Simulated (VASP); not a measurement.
# Rb (Im-3m) in VASP: a series of runs

Rb is run at these levels: PBE; tasks: electric field gradients.

All numbers are computed with VASP 6.6.1; they aren't measurements. Logs are shortened: lines on timing, memory, paths and dates and some standing lists are left out, and cuts for length are marked.

### Step 1. The cell of the first run

Symmetry: Im-3m, No. 229, cubic system. Conventional cell: a = 5.555 Å, b = 5.555 Å, c = 5.555 Å, α = 90.00°, β = 90.00°, γ = 90.00°.

### Step 2. Electric field gradients, PBE (volume scaled by 0.97)

Input file INCAR:

```
ALGO = Normal
EDIFF = 1E-8
ENCUT = 520
GGA = PE
ISIF = 2
ISMEAR = -1
LASPH = True
LCHARG = False
LEFG = True
LREAL = False
LWAVE = False
NBANDS = 10
NELM = 80
PREC = Accurate
SIGMA = 0.05
```

Input file KPOINTS:

```
k-points
0
Gamma
  8 8 8
```

Input file POSCAR:

```
Rb
1.0
   -2.7776546277      2.7776546277      2.7776546277
    2.7776546277     -2.7776546277      2.7776546277
    2.7776546277      2.7776546277     -2.7776546277
Rb
1
Direct
    0.0000000000      0.0000000000      0.0000000000
```

Potentials or basis: VASP PAW PBE potentials, release 64 (Rb_sv).

Launch:

```console
> cat potpaw_PBE.64/Rb_sv/POTCAR > POTCAR
> mpirun -np 1 vasp_std > vasp.out
```

OUTCAR:

```text
EDIFF = 1E-8
   ENCUT = 520
   GGA = PE
   ISIF = 2
   ISMEAR = -1
   LASPH = True
   LREAL = False
   NELM = 80
   PREC = Accurate

 ion  position               nearest neighbor table
   1  0.000  0.000  0.000-

  LATTYP: Found a body centered cubic cell.
 ALAT       =     5.5553092554

  Lattice vectors:

 A1 = (  -2.7776546277,   2.7776546277,   2.7776546277)
 A2 = (   2.7776546277,  -2.7776546277,   2.7776546277)
 A3 = (   2.7776546277,   2.7776546277,  -2.7776546277)

Analysis of symmetry for initial positions (statically):
=====================================================================
 Subroutine PRICEL returns:
 Original cell was already a primitive cell.

 Routine SETGRP: Setting up the symmetry group for a
 body centered cubic supercell.

 Subroutine GETGRP returns: Found 48 space group operations
 (whereof 48 operations were pure point group operations)
 out of a pool of 48 trial point group operations.

The static configuration has the point symmetry O_h .

Analysis of symmetry for dynamics (positions and initial velocities):
=====================================================================
 Subroutine PRICEL returns:
 Original cell was already a primitive cell.

 Routine SETGRP: Setting up the symmetry group for a
 body centered cubic supercell.

 Subroutine GETGRP returns: Found 48 space group operations
 (whereof 48 operations were pure point group operations)
 out of a pool of 48 trial point group operations.

The dynamic configuration has the point symmetry O_h .

 Subroutine INISYM returns: Found 48 space group operations
 (whereof 48 operations are pure point group operations),
 and found     1 'primitive' translations

----------------------------------------------------------------------------------------

                                     Primitive cell

  volume of cell :      85.7225

  direct lattice vectors                    reciprocal lattice vectors
    -2.777654628  2.777654628  2.777654628     0.000000000  0.180007980  0.180007980
     2.777654628 -2.777654628  2.777654628     0.180007980  0.000000000  0.180007980
     2.777654628  2.777654628 -2.777654628     0.180007980  0.180007980  0.000000000

  length of vectors
     4.811038941  4.811038941  4.811038941     0.254569727  0.254569727  0.254569727

  position of ions in fractional coordinates (direct lattice)
     0.000000000  0.000000000  0.000000000

  ion indices of the primitive-cell ions
   primitive index   ion index
                 1           1

----------------------------------------------------------------------------------------

 KPOINTS: k-points

Automatic generation of k-mesh.
 Grid dimensions read from file:
 generate k-points for:    8    8    8

 Generating k-lattice:

  Cartesian coordinates                     Fractional coordinates (reciprocal lattice)
     0.000000000  0.022500998  0.022500998     0.125000000  0.000000000  0.000000000
     0.022500998  0.000000000  0.022500998     0.000000000  0.125000000  0.000000000
     0.022500998  0.022500998  0.000000000     0.000000000  0.000000000  0.125000000

  Length of vectors
     0.031821216  0.031821216  0.031821216

  Shift w.r.t. Gamma in fractional coordinates (k-lattice)
     0.000000000  0.000000000  0.000000000

 Subroutine IBZKPT returns following result:
 ===========================================

 Found     29 irreducible k-points:

 Following reciprocal coordinates:
            Coordinates               Weight
  0.000000  0.000000  0.000000      1.000000
  0.125000  0.000000  0.000000     12.000000
  0.250000  0.000000  0.000000     12.000000
  0.375000  0.000000  0.000000     12.000000
  0.500000  0.000000  0.000000      6.000000
  0.125000  0.125000  0.000000     24.000000
[... 16 lines left out ...]
 -0.250000  0.250000  0.250000      6.000000
 -0.375000  0.375000  0.250000     24.000000
 [... further k-points ...]
   k-points           NKPTS =     29   k-points in BZ     NKDIM =     29   number of bands    NBANDS=     10
   number of dos      NEDOS =    301   number of ions     NIONS =      1
   total plane-waves  NPLWV =  46656
   dimension x,y,z NGX =    36 NGY =   36 NGZ =   36
   dimension x,y,z NGXF=    72 NGYF=   72 NGZF=   72
   ions per type =               1
   NGX,Y,Z   is equivalent  to a cutoff of  12.44, 12.44, 12.44 a.u.
   NGXF,Y,Z  is equivalent  to a cutoff of  24.88, 24.88, 24.88 a.u.
 SYSTEM =  unknown system
   PREC   = accura    normal or accurate (medium, high low for compatibility)
   ISTART =      0    job   : 0-new  1-cont  2-samecut
   ICHARG =      2    charge: 1-file 2-atom 10-const
   ISPIN  =      1    spin polarized calculation?
   LNONCOLLINEAR =      F non collinear calculations
   LSORBIT =      F    spin-orbit coupling
   LASPH  =      T    aspherical Exc in radial PAW
   ENCUT  =  520.0 eV  38.22 Ry    6.18 a.u.   8.95  8.95  8.95*2*pi/ulx,y,z
   NELM   =     80;   NELMIN=  2; NELMDL= -5     # of ELM steps
   EDIFF  = 0.1E-07   stopping-criterion for ELM
   LREAL  =      F    real-space projection
   EDIFFG = 0.1E-06   stopping-criterion for IOM
   NSW    =      0    number of steps for IOM
   IBRION =     -1    ionic relax: 0-MD 1-quasi-New 2-CG
   NFREE  =      0    steps in history (QN), initial steepest desc. (CG)
   ISIF   =      2    stress and relaxation
   ISYM   =      2    0-nonsym 1-usesym 2-fastsym
   POTIM  = 0.5000    time-step for ionic-motion
   TEBEG  =    0.0;   TEEND  =   0.0 temperature during run
   PSTRESS=    0.0 pullay stress
   NELECT =       9.0000    total number of electrons
   NUPDOWN=      -1.0000    fix difference up-down
   EMIN   =  10.00;   EMAX   =-10.00  energy-range for DOS
   EFERMI =   0.00;   METHOD = LEGACY
   ISMEAR =    -1;   SIGMA  =   0.05  broadening in eV -4-tet -1-fermi 0-gaus
   EFERMI_NEDOS =   21; number of points for ismear=-14 and -15
   IALGO  =     38    algorithm
   IMIX   =      4    mixing-type and parameters
     AMIX     =   0.40;   BMIX     =  1.00
     AMIX_MAG =   1.60;   BMIX_MAG =  1.00
  volume/ion in A,a.u.               =      85.72       578.48
  Fermi-wavevector in a.u.,A,eV,Ry     =   0.772308  1.459451  8.115335  0.596460
  Thomas-Fermi vector in A             =   1.873912
   LORBIT       =      0    0 simple, 1 ext, 2 COOP (PROOUT), +10 PAW based schemes
   GGA     = PE    functional components
   LHFCALC =     F    Hartree Fock is set to
   AEXX    =    0.0000 exact exchange contribution
   IVDW    =     0    specifies the selected vdW correction
   LEPSILON=     F    determine dielectric tensor
   LRPA    =     F    only Hartree local field effects (RPA)
 non-spin polarized calculation
  energy-cutoff  :      520.00
  volume of cell :       85.72
 maximum number of plane-waves:      2334
   NGX = 17   NGY = 17   NGZ = 17

 number of electron       9.0000000 magnetization

 Free energy of the ion-electron system (eV)
  ---------------------------------------------------
  ext. energy  EPLUGINS =         0.00000000
  ---------------------------------------------------
  free energy    TOTEN  =        -0.93207462 eV

  energy without entropy =       -0.92131915  energy(sigma->0) =       -0.92669689

 E-fermi :   0.1734     XC(G=0):  -5.6122

 val. band max:        0.1347473329   @ k =   0.2500   0.2500   0.0000
 cond. band min:       0.2288807736   @ k =   0.3750   0.1250   0.0000
 fundamental gap:      0.0941334406
 Fermi energy:         0.1733799058

 k-point     1 :       0.0000    0.0000    0.0000
  band No.  band energies     occupation
      1     -28.7225      2.00000
      2     -12.7582      2.00000
      3     -12.7582      2.00000
      4     -12.7582      2.00000
      5      -1.9021      2.00000
      6       3.8841      0.00000
      7       3.8841      0.00000
      8       3.8841      0.00000
      9       4.8600      0.00000
     10       4.8600      0.00000

 k-point     2 :       0.1250    0.0000    0.0000
  band No.  band energies     occupation
      1     -28.7216      2.00000
      2     -12.7759      2.00000
      3     -12.7639      2.00000
      4     -12.7582      2.00000
      5      -1.7082      2.00000
      6       3.5579      0.00000
      7       3.6349      0.00000
      8       4.0666      0.00000
      9       4.5950      0.00000
     10       4.7977      0.00000

 k-point     3 :       0.2500    0.0000    0.0000
  band No.  band energies     occupation
      1     -28.7197      2.00000
      2     -12.8179      2.00000
      3     -12.7777      2.00000
      4     -12.7583      2.00000
      5      -1.1572      2.00000
      6       2.6456      0.00000
      7       3.1924      0.00000
      8       4.6007      0.00000
      9       4.6812      0.00000
     10       4.7804      0.00000

 k-point     4 :       0.3750    0.0000    0.0000
  band No.  band energies     occupation
      1     -28.7177      2.00000
      2     -12.8589      2.00000
      3     -12.7914      2.00000
      4     -12.7583      2.00000
      5      -0.3441      1.99994
      6       1.6985      0.00000
      7       2.8624      0.00000
      8       4.6859      0.00000
      9       4.9921      0.00000
     10       5.4453      0.00000
[... 222 lines left out ...]
 k-point    22 :       0.2500    0.2500    0.2500
  band No.  band energies     occupation
      1     -28.7166      2.00000
      2     -12.8157      2.00000
      3     -12.8157      2.00000
      4     -12.8157      2.00000
      5       1.4674      0.00000
      6       1.4674      0.00000
      7       1.4674      0.00000
      8       2.9245      0.00000
      9       5.6211      0.00000
     10       5.6211      0.00000

 k-point    23 :      -0.2500    0.2500    0.2500
  band No.  band energies     occupation
      1     -28.7172      2.00000
      2     -12.8197      2.00000
      3     -12.7987      2.00000
      4     -12.7987      2.00000
      5      -0.4736      2.00000
      6       2.4808      0.00000
      7       3.2627      0.00000
      8       3.2627      0.00000
      9       4.7360      0.00000
     10       4.8029      0.00000

 k-point    24 :      -0.3750    0.3750    0.2500
  band No.  band energies     occupation
      1     -28.7154      2.00000
      2     -12.8457      2.00000
      3     -12.8135      2.00000
      4     -12.8018      2.00000
      5       0.2676      0.26387
      6       1.8369      0.00000
      7       3.1494      0.00000
      8       3.1814      0.00000
      9       4.2764      0.00000
     10       5.4437      0.00000

 [... further k-points ...]

------------------------ aborting loop because EDIFF is reached ----------------------------------------

  FORCE on cell =-STRESS in cart. coord.  units (eV):
  Direction    XX          YY          ZZ          XY          YZ          ZX
  --------------------------------------------------------------------------------------
  -------------------------------------------------------------------------------------
  Total        0.1068063      0.1068063      0.1068063      0.0000000      0.0000000     -0.0000000
  in kB        1.9962397      1.9962397      1.9962397      0.0000000      0.0000000     -0.0000000
  external PRESSURE =       1.9962397 kB  Pullay stress =       0.0000000 kB

 VOLUME and BASIS-vectors are now :
 -----------------------------------------------------------------------------
  energy-cutoff  :      520.00
  volume of cell :       85.72
      direct lattice vectors                 reciprocal lattice vectors
    -2.777654628  2.777654628  2.777654628     0.000000000  0.180007980  0.180007980
     2.777654628 -2.777654628  2.777654628     0.180007980  0.000000000  0.180007980
     2.777654628  2.777654628 -2.777654628     0.180007980  0.180007980  0.000000000

 POSITION                                       TOTAL-FORCE (eV/Angst)
 -----------------------------------------------------------------------------------
      0.00000      0.00000      0.00000        -0.000000      0.000000      0.000000
 -----------------------------------------------------------------------------------
    total drift:                               -0.000000      0.000000      0.000000

  FREE ENERGIE OF THE ION-ELECTRON SYSTEM (eV)
  ---------------------------------------------------
  free  energy   TOTEN  =        -0.9320746244 eV

  energy  without entropy=       -0.9213191527  energy(sigma->0) =       -0.92669689

 Electric field gradients (V/A^2)
---------------------------------------------------------------------
 ion       V_xx      V_yy      V_zz      V_xy      V_xz      V_yz
---------------------------------------------------------------------
   1       0.000     0.000     0.000     0.000     0.000     0.000
---------------------------------------------------------------------

 Electric field gradients after diagonalization (V/A^2)
 (convention: |V_zz| > |V_xx| > |V_yy|)
----------------------------------------------------------------------
 ion       V_xx      V_yy      V_zz     asymmetry (V_yy - V_xx)/ V_zz
----------------------------------------------------------------------
   1      -0.000    -0.000     0.000       0.000
----------------------------------------------------------------------

           NMR quadrupolar parameters

 Cq : quadrupolar parameter    Cq=e*Q*V_zz/h
 eta: asymmetry parameters     (V_yy - V_xx)/ V_zz
 Q  : nuclear electric quadrupole moment in mb (millibarn)
----------------------------------------------------------------------
 ion       Cq(MHz)       eta       Q (mb)
----------------------------------------------------------------------
   1       0.000       0.000       1.000
----------------------------------------------------------------------
```

Wall time 11 s (1 thread of Intel Xeon Platinum 8488C (Sapphire Rapids), shared host); peak memory 0.19 GiB.

Results:

* Free energy: -0.9321 eV
* Pressure: 0.2 GPa

Levels at points of the mesh, in eV from the Fermi level:
```csv
k point,band 1,band 2,band 3,band 4,band 5,band 6,band 7,band 8
"(0.00, 0.00, 0.00)",-28.90,-12.93,-12.93,-12.93,-2.08,3.71,3.71,3.71
"(0.50, 0.00, 0.00)",-28.89,-13.05,-12.97,-12.93,0.20,0.80,2.57,4.36
"(0.50, 0.50, 0.50)",-28.89,-13.02,-13.02,-13.02,1.19,1.19,3.39,3.39
```

Caveat: the cell differs from its parent crystal (volume scaled by 0.97); without QUAD_EFG the Cq values of the log hold for a quadrupole moment of 1 mb, not for the nuclei.

### Step 3. Electric field gradients, PBE

This run uses another cell than the first one, of 88.37 Å³/atom, 1.031 times its volume.

Input file INCAR:

```
PREC     = Accurate       # precision mode
ENCUT    = 520            # plane-wave cutoff, eV
EDIFF    = 1E-8           # SCF threshold, eV
ISMEAR   = -1             # smearing method
SIGMA    = 0.05           # smearing width, eV
LREAL    = False          # projectors in reciprocal space
LASPH    = True           # aspherical terms in the spheres
NELM     = 60             # most SCF steps
ALGO     = Normal         # electronic algorithm
ISIF     = 2              # what is computed and relaxed
LWAVE    = False          # write WAVECAR
LCHARG   = False          # write CHGCAR
GGA      = PE             # functional
LEFG     = True         
NBANDS   = 10             # bands
```

Input file KPOINTS:

```
Automatic mesh
0
Gamma
  8 8 8
```

Input file POSCAR:

```
Rb
1.0
   -2.8060000000      2.8060000000      2.8060000000
    2.8060000000     -2.8060000000      2.8060000000
    2.8060000000      2.8060000000     -2.8060000000
Rb
1
Direct
    0.0000000000      0.0000000000      0.0000000000
```

Potentials or basis: VASP PAW PBE potentials, release 64 (Rb_sv).

Launch:

```console
> cat potpaw_PBE.64/Rb_sv/POTCAR > POTCAR
> mpirun -np 1 vasp_std > vasp.out
```

OUTCAR:

```text
PREC = Accurate
   ENCUT = 520
   EDIFF = 1E-8
   ISMEAR = -1
   LREAL = False
   LASPH = True
   NELM = 60
   ISIF = 2
   GGA = PE

 ion  position               nearest neighbor table
   1  0.000  0.000  0.000-

  LATTYP: Found a body centered cubic cell.
 ALAT       =     5.6120000000

  Lattice vectors:

 A1 = (  -2.8060000000,   2.8060000000,   2.8060000000)
 A2 = (   2.8060000000,  -2.8060000000,   2.8060000000)
 A3 = (   2.8060000000,   2.8060000000,  -2.8060000000)

Analysis of symmetry for initial positions (statically):
=====================================================================
 Subroutine PRICEL returns:
 Original cell was already a primitive cell.

 Routine SETGRP: Setting up the symmetry group for a
 body centered cubic supercell.

 Subroutine GETGRP returns: Found 48 space group operations
[... 491 lines left out ...]
  external PRESSURE =       0.9848107 kB  Pullay stress =       0.0000000 kB

 VOLUME and BASIS-vectors are now :
 -----------------------------------------------------------------------------
  energy-cutoff  :      520.00
  volume of cell :       88.37
      direct lattice vectors                 reciprocal lattice vectors
    -2.806000000  2.806000000  2.806000000     0.000000000  0.178189594  0.178189594
     2.806000000 -2.806000000  2.806000000     0.178189594  0.000000000  0.178189594
     2.806000000  2.806000000 -2.806000000     0.178189594  0.178189594  0.000000000

 POSITION                                       TOTAL-FORCE (eV/Angst)
 -----------------------------------------------------------------------------------
      0.00000      0.00000      0.00000        -0.000000     -0.000000     -0.000000
 -----------------------------------------------------------------------------------
    total drift:                               -0.000000      0.000000      0.000000

  FREE ENERGIE OF THE ION-ELECTRON SYSTEM (eV)
  ---------------------------------------------------
  free  energy   TOTEN  =        -0.9345532018 eV

  energy  without entropy=       -0.9238371139  energy(sigma->0) =       -0.92919516

 Electric field gradients (V/A^2)
---------------------------------------------------------------------
 ion       V_xx      V_yy      V_zz      V_xy      V_xz      V_yz
---------------------------------------------------------------------
   1      -0.000    -0.000    -0.000     0.000     0.000     0.000
---------------------------------------------------------------------

 Electric field gradients after diagonalization (V/A^2)
 (convention: |V_zz| > |V_xx| > |V_yy|)
----------------------------------------------------------------------
 ion       V_xx      V_yy      V_zz     asymmetry (V_yy - V_xx)/ V_zz
----------------------------------------------------------------------
   1      -0.000    -0.000     0.000       0.000
----------------------------------------------------------------------

           NMR quadrupolar parameters

 Cq : quadrupolar parameter    Cq=e*Q*V_zz/h
 eta: asymmetry parameters     (V_yy - V_xx)/ V_zz
 Q  : nuclear electric quadrupole moment in mb (millibarn)
----------------------------------------------------------------------
 ion       Cq(MHz)       eta       Q (mb)
----------------------------------------------------------------------
   1       0.000       0.000       1.000
----------------------------------------------------------------------
```

Run time: 11 s. Hardware: 1 thread of Intel Xeon Platinum 8488C (Sapphire Rapids), shared host; peak memory 0.19 GiB.

What came out:

| Quantity | Value |
| --- | --- |
| Free energy | -0.9346 eV |
| Pressure | 0.1 GPa |

Levels at points of the mesh, in eV from the Fermi level:
```tsv
k point	band 1	band 2	band 3	band 4	band 5	band 6	band 7	band 8	band 9
(0.00, 0.00, 0.00)	-28.91	-12.95	-12.95	-12.95	-2.03	3.68	3.68	3.68	4.64
(0.50, 0.00, 0.00)	-28.90	-13.05	-12.98	-12.95	0.21	0.78	2.57	4.29	5.22
(0.50, 0.50, 0.50)	-28.90	-13.02	-13.02	-13.02	1.22	1.22	3.31	3.31	3.31
```

Caveat: without QUAD_EFG the Cq values of the log hold for a quadrupole moment of 1 mb, not for the nuclei.

[end of part 1 of 2]
